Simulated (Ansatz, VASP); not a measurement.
**BiS, level by level in two programs**

```
Bi S
1.0
     4.00294    0.00000    0.00000
     0.00000    4.00294    0.00000
     0.00000    0.00000    4.00294
Bi S
1 1
Cartesian
  2.0015 2.0015 2.0015
  0.0000 0.0000 0.0000
```

Single points on this cell with VASP 6.6.1 and Ansatz 0.2.0. Each row is one pair of runs. Alike in all rows: spin: off.

| level | k mesh | smearing | VASP's potentials, cutoff | Ansatz's potentials, cutoff | gap on the k mesh at the Fermi level (eV), VASP | gap on the k mesh at the Fermi level (eV), Ansatz | pressure (GPa), VASP | pressure (GPa), Ansatz |
| --- | --- | --- | --- | --- | --- | --- | --- | --- |
| r2SCAN0 | 4 × 4 × 4 | fermi-dirac, width 0.05 eV | VASP PAW PBE potentials, release 64 (Bi_d, S), 520 eV | Ansatz PAW, 500 eV | none | none | -13.9 | -13.8 |
| r2SCANh | 4 × 4 × 4 | fermi-dirac, width 0.05 eV | VASP PAW PBE potentials, release 64 (Bi_d, S), 520 eV | Ansatz PAW, 500 eV | none | none | -12.9 | -12.8 |
| HF | 4 × 4 × 4 | fermi-dirac, width 0.05 eV | VASP PAW PBE potentials, release 64 (Bi_d, S), 520 eV | Ansatz PAW, 420 eV | none | none | -12.5 | -12.1 |
| PBE | 7 × 7 × 7 | gaussian, width 0.027 eV | VASP PAW PBE potentials, release 64 (Bi_d, S), 520 eV | Ansatz PAW, 420 eV | none | none | -10.9 | -10.9 |
| PBE | 7 × 7 × 7 | gaussian, width 0.028 eV | VASP PAW PBE potentials, release 64 (Bi_d, S), 520 eV | Ansatz PAW, 420 eV | none | none | -10.9 | -10.9 |
| PBE | 7 × 7 × 7 | gaussian, width 0.012 eV | VASP PAW PBE potentials, release 64 (Bi_d, S), 500 eV | Ansatz PAW, 420 eV | none | none | -10.9 | -10.9 |
| PBE | 7 × 7 × 7 | gaussian, width 0.025 eV | VASP PAW PBE potentials, release 64 (Bi_d, S), 500 eV | Ansatz PAW, 420 eV | none | none | -10.9 | -10.9 |
| PBE | 7 × 7 × 7 | gaussian, width 0.026 eV | VASP PAW PBE potentials, release 64 (Bi_d, S), 500 eV | Ansatz PAW, 420 eV | none | none | -10.9 | -10.9 |

Pressure (GPa): the two programs differ by at most 0.44.

A gap of «none» marks a metal or a gap that the smearing closes.

The k mesh is coarse in some rows, so the values compare programs but aren't converged. Spin-orbit coupling is off throughout.
